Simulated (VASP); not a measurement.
Write the native input for VASP 6.6.1 that does the following.

* Task: single point
* Functional: r2SCAN
* Dispersion: D3(BJ)
* Potentials or basis: VASP PAW PBE potentials, release 64 (Cd, S)
* Cutoff: 520 eV
* k mesh: 12 × 12 × 12
* Occupations: fermi-dirac, width 0.15 eV
* Spin: no spin polarisation
* Dipole correction: no
* Further INCAR settings: ALGO = Normal; EDIFF = 1e-07; NBANDS = 16

Crystal: CdS.

```
Cd S
1.0
     3.31260    0.00000    0.00000
     0.00000    3.31260    0.00000
     0.00000    0.00000    3.31260
Cd S
1 1
Direct
  0.00000 0.00000 0.00000
  0.50000 0.50000 0.50000
```

The input as run:

POSCAR

```
CdS
1.0
    3.3126000000      0.0000000000      0.0000000000
    0.0000000000      3.3126000000      0.0000000000
    0.0000000000      0.0000000000      3.3126000000
Cd S
1 1
Direct
    0.0000000000      0.0000000000      0.0000000000
    0.5000000000      0.5000000000      0.5000000000
```

INCAR.step1

```
PREC = Accurate ; ENCUT = 520
ISMEAR = -1 ; SIGMA = 0.15
LREAL = False ; LASPH = True
NELM = 60 ; NBANDS = 16
GGA = PE ; ALGO = Normal
EDIFF = 1E-4 ; LWAVE = True
LCHARG = False
```

INCAR.step2

```
PREC = Accurate ; ENCUT = 520
EDIFF = 1E-7 ; ISMEAR = -1
SIGMA = 0.15 ; LREAL = False
LASPH = True ; NELM = 60
ALGO = Normal ; ISIF = 2
LWAVE = False ; LCHARG = False
METAGGA = R2SCAN ; LMIXTAU = True
IVDW = 12 ; VDW_S6 = 1.0
VDW_S8 = 0.78981345 ; VDW_A1 = 0.49484001
VDW_A2 = 5.73083694 ; NBANDS = 16
ISTART = 1
```

KPOINTS

```
Automatic mesh
0
Gamma
  12 12 12
```

Potentials or basis: VASP PAW PBE potentials, release 64 (Cd, S).

Run with:

```console
$ cat potpaw_PBE.64/Cd/POTCAR potpaw_PBE.64/S/POTCAR > POTCAR
$ cp INCAR.step1 INCAR
$ mpirun -np 1 vasp_std > vasp.out
$ cp INCAR.step2 INCAR
$ mpirun -np 1 vasp_std > vasp.out
```

It gave:

```
Pressure                   : 4.8 GPa
Band gap on the k mesh     : zero (bands 9 and 10 overlap by 0.44 eV)
Dispersion energy per atom : -0.201 eV
```

Caveat: the cell stands under pressure; semilocal functionals underestimate gaps, so a narrow gap can read as zero; the PAW data sets were made with another functional, which shifts forces and pressure a little.

Wall time 2.8 min on 1 thread of Intel(R) Xeon(R) Platinum 8259CL CPU @ 2.50GHz (Skylake/Cascade Lake) (shared host), peak memory 0.2 GiB.
